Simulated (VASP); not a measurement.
# Se (R-3) in VASP: single point with PBE

Aim: the single point of Se with PBE.

Program: VASP 6.6.1. These are calculated values, not measurements. Logs are shortened: lines on timing, memory, paths and dates and some standing lists are left out, and cuts for length are marked.

## Step 1: The cell of the first run

Symmetry: R-3, No. 148, trigonal system. The conventional cell has a = 11.399 Å, b = 11.399 Å, c = 4.474 Å, α = 90.00°, β = 90.00°, γ = 120.00°. Within 2.9 Å of Se (site symmetry 1) lie 2 Se at 2.19 Å.

## Step 2: Single point, PBE

Contents of INCAR:

```
ALGO = Normal
EDIFF = 1E-7
ENCUT = 520
GGA = PE
ISIF = 2
ISMEAR = -1
LASPH = T
LCHARG = F
LREAL = F
LWAVE = F
NBANDS = 27
NELM = 100
PREC = Accurate
SIGMA = 0.1
```

Contents of KPOINTS:

```
k-points
0
Gamma
  6 6 6
```

Contents of POSCAR:

```
Se
1.0
    5.6997450000      3.2907530000      1.4911980000
   -5.6997450000      3.2907530000      1.4911980000
    0.0000000000     -6.5814950000      1.4911980000
Se
6
Direct
    0.5845000000      0.3510000000      0.2465000000
    0.2465000000      0.5845000000      0.3510000000
    0.3510000000      0.2465000000      0.5845000000
    0.4155000000      0.6490000000      0.7535000000
    0.7535000000      0.4155000000      0.6490000000
    0.6490000000      0.7535000000      0.4155000000
```

Potentials or basis: VASP PAW PBE potentials, release 64 (Se).

Launch:

```console
> cat potpaw_PBE.64/Se/POTCAR > POTCAR
> mpirun -np 1 vasp_std > vasp.out
```

OUTCAR:

```text
EDIFF = 1E-7
   ENCUT = 520
   GGA = PE
   ISIF = 2
   ISMEAR = -1
   LASPH = T
   LREAL = F
   NELM = 100
   PREC = Accurate

 ion  position               nearest neighbor table
   1  0.584  0.351  0.246-   5 2.19   6 2.19
   2  0.246  0.584  0.351-   4 2.19   6 2.19
   3  0.351  0.246  0.584-   4 2.19   5 2.19
   4  0.416  0.649  0.754-   2 2.19   3 2.19
   5  0.754  0.416  0.649-   1 2.19   3 2.19
   6  0.649  0.754  0.416-   1 2.19   2 2.19

  LATTYP: Found a trigonal (rhomboedric) cell.
 ALAT       =     6.7483197796
 COS(alpha) =    -0.4267554494

  Lattice vectors:

 A1 = (   5.6997450000,   3.2907530000,   1.4911980000)
 A2 = (  -5.6997450000,   3.2907530000,   1.4911980000)
 A3 = (   0.0000000000,  -6.5814950000,   1.4911980000)

Analysis of symmetry for initial positions (statically):
=====================================================================
 Subroutine PRICEL returns:
 Original cell was already a primitive cell.

 Routine SETGRP: Setting up the symmetry group for a
 trigonal (rhombohedral) supercell.

 Subroutine GETGRP returns: Found  6 space group operations
 (whereof  6 operations were pure point group operations)
 out of a pool of 12 trial point group operations.

The static configuration has the point symmetry S_6 .

Analysis of symmetry for dynamics (positions and initial velocities):
=====================================================================
 Subroutine PRICEL returns:
 Original cell was already a primitive cell.

 Routine SETGRP: Setting up the symmetry group for a
 trigonal (rhombohedral) supercell.

 Subroutine GETGRP returns: Found  6 space group operations
 (whereof  6 operations were pure point group operations)
 out of a pool of 12 trial point group operations.

The dynamic configuration has the point symmetry S_6 .

 Subroutine INISYM returns: Found  6 space group operations
 (whereof  6 operations are pure point group operations),
 and found     1 'primitive' translations

----------------------------------------------------------------------------------------

                                     Primitive cell

  volume of cell :     167.8173

[... 94 lines left out ...]
   ENCUT  =  520.0 eV  38.22 Ry    6.18 a.u.  12.55 12.55 12.55*2*pi/ulx,y,z
   NELM   =    100;   NELMIN=  2; NELMDL= -5     # of ELM steps
   EDIFF  = 0.1E-06   stopping-criterion for ELM
   LREAL  =      F    real-space projection
   EDIFFG = 0.1E-05   stopping-criterion for IOM
   NSW    =      0    number of steps for IOM
   IBRION =     -1    ionic relax: 0-MD 1-quasi-New 2-CG
   NFREE  =      0    steps in history (QN), initial steepest desc. (CG)
   ISIF   =      2    stress and relaxation
   ISYM   =      2    0-nonsym 1-usesym 2-fastsym
   POTIM  = 0.5000    time-step for ionic-motion
   TEBEG  =    0.0;   TEEND  =   0.0 temperature during run
   PSTRESS=    0.0 pullay stress
   NELECT =      36.0000    total number of electrons
   NUPDOWN=      -1.0000    fix difference up-down
   EMIN   =  10.00;   EMAX   =-10.00  energy-range for DOS
   EFERMI =   0.00;   METHOD = LEGACY
   ISMEAR =    -1;   SIGMA  =   0.10  broadening in eV -4-tet -1-fermi 0-gaus
   EFERMI_NEDOS =   21; number of points for ismear=-14 and -15
   IALGO  =     38    algorithm
   IMIX   =      4    mixing-type and parameters
     AMIX     =   0.40;   BMIX     =  1.00
     AMIX_MAG =   1.60;   BMIX_MAG =  1.00
  volume/ion in A,a.u.               =      27.97       188.75
  Fermi-wavevector in a.u.,A,eV,Ry     =   0.980009  1.851948 13.067276  0.960418
  Thomas-Fermi vector in A             =   2.110906
   LORBIT       =      0    0 simple, 1 ext, 2 COOP (PROOUT), +10 PAW based schemes
   GGA     = PE    functional components
   LHFCALC =     F    Hartree Fock is set to
   AEXX    =    0.0000 exact exchange contribution
   IVDW    =     0    specifies the selected vdW correction
   LEPSILON=     F    determine dielectric tensor
   LRPA    =     F    only Hartree local field effects (RPA)
 non-spin polarized calculation
  energy-cutoff  :      520.00
  volume of cell :      167.82
 maximum number of plane-waves:      4583
   NGX = 25   NGY = 25   NGZ = 25

 number of electron      36.0000000 magnetization

 Free energy of the ion-electron system (eV)
  ---------------------------------------------------
  ext. energy  EPLUGINS =         0.00000000
  ---------------------------------------------------
  free energy    TOTEN  =       -19.06515007 eV

  energy without entropy =      -19.06501408  energy(sigma->0) =      -19.06508207

 E-fermi :   3.2225     XC(G=0):  -8.5445

 val. band max:        2.4399269571   @ k =   0.5000   0.5000   0.5000
 cond. band min:       4.1050207476   @ k =  -0.3333   0.3333   0.1667
 fundamental gap:      1.6650937904
 Fermi energy:         3.2225113596

 k-point     1 :       0.0000    0.0000    0.0000
  band No.  band energies     occupation
      1     -14.6850      2.00000
      2     -12.8490      2.00000
      3     -12.8489      2.00000
      4      -9.7101      2.00000
      5      -9.7101      2.00000
      6      -7.0768      2.00000
[... 709 lines left out ...]
     26       8.5205      0.00000
     27       8.9322      0.00000

 [... further k-points ...]

------------------------ aborting loop because EDIFF is reached ----------------------------------------

  FORCE on cell =-STRESS in cart. coord.  units (eV):
  Direction    XX          YY          ZZ          XY          YZ          ZX
  --------------------------------------------------------------------------------------
  -------------------------------------------------------------------------------------
  Total       18.4011975     18.4011977      9.0928953     -0.0000001      0.0000224     -0.0000000
  in kB      175.6790108    175.6790133     86.8112445     -0.0000014      0.0002135     -0.0000000
  external PRESSURE =     146.0564229 kB  Pullay stress =       0.0000000 kB

 VOLUME and BASIS-vectors are now :
 -----------------------------------------------------------------------------
  energy-cutoff  :      520.00
  volume of cell :      167.82
      direct lattice vectors                 reciprocal lattice vectors
     5.699745000  3.290753000  1.491198000     0.087723223  0.050647026  0.223533795
    -5.699745000  3.290753000  1.491198000    -0.087723223  0.050647026  0.223533795
     0.000000000 -6.581495000  1.491198000     0.000000000 -0.101294052  0.223534168

 POSITION                                       TOTAL-FORCE (eV/Angst)
 -----------------------------------------------------------------------------------
      1.33089      1.45616      1.76260         1.994613      2.209258     -2.717144
     -1.92651      0.42451      1.76260        -2.910585      0.622747     -2.717144
      0.59562     -1.88066      1.76260         0.915973     -2.832024     -2.717144
     -1.33089     -1.45615      2.71100        -1.994613     -2.209258      2.717144
      1.92651     -0.42450      2.71100         2.910585     -0.622747      2.717144
     -0.59562      1.88067      2.71100        -0.915973      2.832024      2.717144
 -----------------------------------------------------------------------------------
    total drift:                               -0.000000     -0.000000      0.000000

  FREE ENERGIE OF THE ION-ELECTRON SYSTEM (eV)
  ---------------------------------------------------
  free  energy   TOTEN  =       -19.0651500681 eV

  energy  without entropy=      -19.0650140760  energy(sigma->0) =      -19.06508207
```

stdout:

```text
POSCAR found type information on POSCAR Se
 POSCAR found :  1 types and       6 ions
 scaLAPACK will be used
 LDA part: xc-table for (Slater+PW92), standard interpolation
 POSCAR, INCAR and KPOINTS ok, starting setup
 FFT: planning ... GRIDC
 FFT: planning ... GRID_SOFT
 FFT: planning ... GRID
 WAVECAR not read
 entering main loop
```

It took 5.9 min on 1 thread of AMD EPYC 7R43 (Zen 3), shared host; peak memory 0.36 GiB.

Results:

```
Free energy            : -19.0652 eV
Pressure               : 14.6 GPa
Largest force          : 4.030 eV/Å
Band gap on the k mesh : 1.67 eV (least direct gap 1.80 eV)
```

Forces on the atoms (eV/Å):
```
Se   1.995  2.209 -2.717
Se  -2.911  0.623 -2.717
Se   0.916 -2.832 -2.717
Se  -1.995 -2.209  2.717
Se   2.911 -0.623  2.717
Se  -0.916  2.832  2.717
```

Levels at points of the mesh, in eV from the valence-band top:
```
           k point  band 15  band 16  band 17  band 18  band 19  band 20  band 21  band 22
(0.00, 0.00, 0.00)    -1.02    -1.02    -0.96    -0.96     2.05     2.05     3.17     3.17
(0.50, 0.00, 0.00)    -1.35    -1.13    -0.83    -0.23     2.18     2.42     2.79     3.78
(0.50, 0.50, 0.00)    -1.41    -1.28    -1.17    -0.72     1.86     2.47     2.95     3.18
(0.50, 0.50, 0.50)    -1.85    -1.29    -1.29     0.00     1.80     1.80     2.68     3.79
```

Caveat: the cell stands under pressure; this functional lacks dispersion, which holds the molecules together, so the pressure and a relaxed volume are unreliable; forces of over 1 eV/Å act on the atoms, so gaps and moduli don't describe the material at rest. A k mesh can miss the band edges.
